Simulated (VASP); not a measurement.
A run of VASP 6.6.1:

The input INCAR:

```
PREC = Accurate ; ENCUT = 520
EDIFF = 1E-7 ; ISMEAR = 0
SIGMA = 0.0123 ; LREAL = False
LASPH = True ; NELM = 60
ALGO = Normal ; ISIF = 2
LWAVE = False ; LCHARG = True
GGA = PS ; LELF = True
LVHAR = True ; NBANDS = 52
```

The input KPOINTS:

```
regular mesh
0
Gamma
  5 5 5
```

POSCAR

```
Cs3GaF6
1.0
    0.0000000000      4.7795440000      4.7795440000
    4.7795440000      0.0000000000      4.7795440000
    4.7795440000      4.7795440000      0.0000000000
Cs Ga F
3 1 6
Direct
    0.7500000000      0.7500000000      0.7500000000
    0.2500000000      0.2500000000      0.2500000000
    0.0000000000      0.0000000000      0.0000000000
    0.5000000000      0.5000000000      0.5000000000
    0.2965000000      0.7035000000      0.7035000000
    0.7035000000      0.2965000000      0.7035000000
    0.7035000000      0.2965000000      0.2965000000
    0.2965000000      0.7035000000      0.2965000000
    0.7035000000      0.7035000000      0.2965000000
    0.2965000000      0.2965000000      0.7035000000
```

Potentials or basis: VASP PAW PBE potentials, release 64 (Cs_sv, Ga_d, F).

Run with:

```console
$ cat potpaw_PBE.64/Cs_sv/POTCAR potpaw_PBE.64/Ga_d/POTCAR potpaw_PBE.64/F/POTCAR > POTCAR
$ mpirun -np 1 vasp_std > vasp.out
```

Hardware: 1 thread of Oxide Virtual Turin-like Processor, with other jobs on the host.

Q: How long does it take, and how much memory?

A: Wall time 3 min on 1 thread of Oxide Virtual Turin-like Processor (shared host), peak memory 0.36 GiB. Counts: scf iterations 15, k points 10.
